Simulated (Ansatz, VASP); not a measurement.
## Two plane-wave programs on HfO2

File INCAR:

```
ALGO     = Normal         # electronic algorithm
EDIFF    = 1E-6           # SCF threshold, eV
ENCUT    = 520            # plane-wave cutoff, eV
GGA      = PE             # functional
ISIF     = 2              # what is computed and relaxed
ISMEAR   = -1             # smearing method
LASPH    = T              # aspherical terms in the spheres
LCHARG   = F              # write CHGCAR
LREAL    = F              # projectors in reciprocal space
LWAVE    = F              # write WAVECAR
NBANDS   = 56             # bands
NELM     = 80             # most SCF steps
PREC     = Accurate       # precision mode
SIGMA    = 0.02           # smearing width, eV
```

KPOINTS

```
k-points
0
Gamma
  6 6 6
```

POSCAR

```
HfO2
1.0
    5.2989713529      0.0000000000      0.0000000000
    0.0000000000      5.0806726132      0.0000000000
    0.0000000000      0.0000000000      5.0308222208
Hf O
4 8
Direct
    0.0321753551      0.2659554968      0.2398848018
    0.4678246449      0.2659554968      0.7398848018
    0.5321753551      0.7340445032      0.2398848018
    0.9678246449      0.7340445032      0.7398848018
    0.3656516749      0.0675039455      0.3824690525
    0.1343483251      0.0675039455      0.8824690525
    0.7277946976      0.4643133728      0.4906461457
    0.7722053024      0.4643133728      0.9906461457
    0.2722053024      0.5356866272      0.9906461457
    0.2277946976      0.5356866272      0.4906461457
    0.8656516749      0.9324960545      0.3824690525
    0.6343483251      0.9324960545      0.8824690525
```

Input for Ansatz:

```yaml
crystal:
  lattice:
    - [5.2989713529, 0.0, 0.0]
    - [0.0, 5.0806726132, 0.0]
    - [0.0, 0.0, 5.0308222208]
  atoms:
    - { symbol: Hf, position: [0.0321753551, 0.2659554968, 0.2398848018] }
    - { symbol: Hf, position: [0.4678246449, 0.2659554968, 0.7398848018] }
    - { symbol: Hf, position: [0.5321753551, 0.7340445032, 0.2398848018] }
    - { symbol: Hf, position: [0.9678246449, 0.7340445032, 0.7398848018] }
    - { symbol: O, position: [0.3656516749, 0.0675039455, 0.3824690525] }
    - { symbol: O, position: [0.1343483251, 0.0675039455, 0.8824690525] }
    - { symbol: O, position: [0.7277946976, 0.4643133728, 0.4906461457] }
    - { symbol: O, position: [0.7722053024, 0.4643133728, 0.9906461457] }
    - { symbol: O, position: [0.2722053024, 0.5356866272, 0.9906461457] }
    - { symbol: O, position: [0.2277946976, 0.5356866272, 0.4906461457] }
    - { symbol: O, position: [0.8656516749, 0.9324960545, 0.3824690525] }
    - { symbol: O, position: [0.6343483251, 0.9324960545, 0.8824690525] }
kpoints:
  mp_grid: { grid: [6, 6, 6] }
  band_path:
    path:
      - [0.0, 0.0, 0.0]
      - [0.5, 0.0, 0.0]
      - [0.5, 0.5, 0.0]
      - [0.0, 0.5, 0.0]
      - [0.0, 0.0, 0.5]
      - [0.5, 0.0, 0.5]
      - [0.5, 0.5, 0.5]
      - [0.0, 0.5, 0.5]
      - [0.1, 0.5, 0.0]
      - [0.265625, -0.5, 0.364583]
    npoints: 1
hamiltonian:
  xc: pbe
scf:
  occupations: { method: fermi_dirac, width: 0.02 }
  n_extra_bands: 7
output:
  forces: true
  stress: true
  eigenvalues: true
```

Change from the starting cell: epitaxial_xy strain +1.0%.

Alike in both runs: task single point; functional PBE; k mesh 6 × 6 × 6; occupations fermi-dirac, width 0.02 eV; no spin polarisation.

```csv
,VASP,Ansatz
version,VASP 6.6.1,Ansatz 0.2.0
potentials or method,"VASP PAW PBE potentials, release 64 (Hf_pv, O)","plane waves, PAW"
plane-wave cutoff (eV),520,420
valence electrons in the cell,88,152
```

|  | VASP | Ansatz | Ansatz less VASP |
| --- | --- | --- | --- |
| gap on the k mesh at the Fermi level (eV) | 4.39 | 4.44 | +0.046 |
| pressure (GPa) | -0.5 | 2.7 | +3.20 |
| traceless stress, the component that is largest in VASP (GPa) | 2.81 | 2.70 | -0.106 |
| rms of the force components (eV/Å) | 0.014 | 0.028 | +0.0139 |

Atom by atom the forces differ by 0.028 eV/Å (rms over components). With one functional, cell and mesh, what is left measures potentials, basis and numerics. VASP's potentials hold 88 valence electrons a cell and Ansatz's 152, so a difference there can come from the potentials and not from the codes.

Spin-orbit coupling is off throughout.
